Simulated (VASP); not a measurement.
A run of VASP 6.6.1 is set up as follows.

Contents of INCAR:

```
SYSTEM = YTl
ALGO     = Normal         ! electronic algorithm
EDIFF    = 1E-7           ! SCF threshold, eV
EDIFFG   = -0.01          ! ionic threshold
ENCUT    = 600            ! plane-wave cutoff, eV
IBRION   = 2              ! ionic algorithm
ISIF     = 3              ! what is computed and relaxed
ISMEAR   = -1             ! smearing method
LASPH    = .True.         ! aspherical terms in the spheres
LCHARG   = .False.        ! write CHGCAR
LREAL    = .False.        ! projectors in reciprocal space
LWAVE    = .False.        ! write WAVECAR
NELM     = 100            ! most SCF steps
NSW      = 80             ! ionic steps
PREC     = Accurate       ! precision mode
PSTRESS  = 40.0         
SIGMA    = 0.1            ! smearing width, eV
```

The input KPOINTS:

```
k-points
0
Gamma
  9 9 9
  0 0 0
```

POSCAR

```
YTl
1.0
    3.7510000000      0.0000000000      0.0000000000
    0.0000000000      3.7510000000      0.0000000000
    0.0000000000      0.0000000000      3.7510000000
Y Tl
1 1
Direct
    0.5000000000      0.5000000000      0.5000000000
    0.0000000000      0.0000000000      0.0000000000
```

Potentials or basis: VASP PAW LDA potentials, release 64 (Y_sv, Tl_d).

The run is started by

```bash
$ cat potpaw_LDA.64/Y_sv/POTCAR potpaw_LDA.64/Tl_d/POTCAR > POTCAR
$ mpirun -np 1 vasp_std > vasp.out
```

Question: What does it give for the relaxed cell?

Answer: a = 3.634 Å, b = 3.634 Å, c = 3.634 Å, α = 90.00°, β = 90.00°, γ = 90.00°.

Question: Estimate the band gap on the k mesh.

Answer: Zero (bands 12 and 13 overlap by 2.02 eV).

Question: Estimate the space group after relaxing (to 0.1 Å).

Answer: Pm-3m (No. 221).

Question: What does it give for the relaxed volume?

Answer: 24.00 Å³/atom.

Final structure:
```
Y Tl
1.0
     3.63437    0.00000    0.00000
     0.00000    3.63437    0.00000
     0.00000    0.00000    3.63437
Y Tl
1 1
Cartesian
  1.8172 1.8172 1.8172
  0.0000 3.6344 3.6344
```

Caveat: the cell is relaxed towards a set pressure, so the run minimises the enthalpy, not the energy; spin-orbit coupling is left out, which moves the levels of the heavy elements. LDA usually gives volumes a few per cent too small.
